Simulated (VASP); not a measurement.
Crystal: KI.

```
K I
1.0
     0.00000    3.58907    3.58907
     3.58907    0.00000    3.58907
     3.58907    3.58907    0.00000
K I
1 1
Direct
  0.00000 0.00000 0.00000
  0.50000 0.50000 0.50000
```

```yaml
Program: VASP 6.6.1
Task: relaxation of cell and atoms
Functional: PBEsol
Potentials_or_basis: VASP PAW PBE potentials, release 64 (K_sv, I)
Cutoff: 500 eV
k_mesh: 6 × 6 × 6
Occupations: fermi-dirac, width 0.02 eV
Spin: no spin polarisation
```

At the start: pressure -0.7 GPa; volume 46.23 Å³/atom.

Problem. Where does the relaxation end?

Solution. Over 4 steps the energy falls by 7.4 meV/atom and the volume is 43.12 Å³/atom (-6.7 %); space group Fm-3m (No. 225, to 0.05 Å).

The path:
```tsv
step	energy change (eV)	largest force (eV/Å)	pressure (GPa)	volume (Å³)
1	0.0000	0.0000	-0.71	92.46
2	-0.0098	0.0000	-0.44	89.74
3	-0.0147	0.0000	-0.04	86.56
4	-0.0148	0.0000	0.00	86.25
```

Final structure:
```cif
data_structure
_symmetry_space_group_name_H-M 'P 1'
_symmetry_Int_Tables_number 1
_cell_length_a 4.9593
_cell_length_b 4.9593
_cell_length_c 4.9593
_cell_angle_alpha 60.000
_cell_angle_beta 60.000
_cell_angle_gamma 60.000
_cell_volume 86.25
loop_
_atom_site_label
_atom_site_type_symbol
_atom_site_fract_x
_atom_site_fract_y
_atom_site_fract_z
_atom_site_occupancy
K1 K 0.00000 0.00000 0.00000 1
I1 I 0.50000 0.50000 0.50000 1
```

Caveat: the PAW data sets were made with another functional, which shifts forces and pressure a little.
